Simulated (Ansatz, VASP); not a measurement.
## FeNi3 in VASP and in Ansatz

```xyz
4
Lattice="3.5440 0.0000 0.0000 0.0000 3.5440 0.0000 0.0000 0.0000 3.5440" Properties=species:S:1:pos:R:3 pbc="T T T"
Fe    0.0000    0.0000    0.0000
Ni    0.0000    1.7720    1.7720
Ni    1.7720    1.7720    0.0000
Ni    1.7720    0.0000    1.7720
```

Alike in both runs: functional PBE; k mesh 6 × 6 × 6; occupations gaussian, width 0.1 eV; collinear spin.

Ansatz relaxed the structure, and its values are those at the end. VASP's run is a single point on that final structure, the one shown.

```csv
,VASP,Ansatz
version,VASP 6.6.1,Ansatz 0.2.0
potentials or method,"VASP PAW PBE potentials, release 64 (Fe, Ni), cutoff 520 eV","scalar-relativistic, plane waves, PAW"
valence electrons in the cell,38,70
```

```tsv
	VASP	Ansatz	Ansatz less VASP
gap on the k mesh at the Fermi level (eV)	none	none	-
pressure (GPa)	0.1	0.1	+0.04
net moment per atom (μB)	1.22	1.22	+0.005
size of the moment on the site where the two differ most (μB)	0.66	0.71	+0.048
```

Site moments also hang on the region over which each program counts them. A gap of «none» marks a metal or a gap that the smearing closes. VASP's potentials hold 38 valence electrons a cell and Ansatz's 70, so a difference there can come from the potentials and not from the codes.
